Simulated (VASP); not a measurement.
HfN: single point with PBEsol

The system is HfN.

```
Hf N
1.0
     0.00000    2.15697    2.15697
     2.15697    0.00000    2.15697
     2.15697    2.15697    0.00000
Hf N
1 1
Direct
  0.00000 0.00000 0.00000
  0.50000 0.50000 0.50000
```

This cell differs from its parent crystal: volume scaled by 0.88.

| Property | Result |
| --- | --- |
| Program | VASP 6.6.1 |
| Task | single point |
| Functional | PBEsol |
| Potentials or basis | VASP PAW PBE potentials, release 64 (Hf_pv, N) |
| Cutoff | 520 eV |
| k mesh | 16 × 16 × 16 |
| Occupations | gaussian, width 0.1 eV |
| Spin | no spin polarisation |
| Dipole correction | no |
| Further INCAR settings | ALGO = Normal; EDIFF = 1e-06; NBANDS = 14 |

```yaml
Pressure: 45.5 GPa
```

Levels at points of the mesh, in eV from the Fermi level:
```tsv
k point	band 6	band 7	band 8	band 9	band 10	band 11
(0.00, 0.00, 0.00)	-3.11	-3.11	-0.46	-0.46	-0.46	2.30
(0.50, 0.00, 0.00)	-6.90	-6.90	3.99	4.47	4.47	5.21
(0.50, 0.50, 0.00)	-4.51	-3.65	-3.65	4.90	6.71	6.71
```

Wall time 31 s on 1 thread of AMD EPYC 9R45 (Zen 5), with other jobs on the host, peak memory 0.13 GiB.

Caveat: the PAW data sets were made with another functional, which shifts forces and pressure a little; spin-orbit coupling is left out, which moves the levels of the heavy elements.
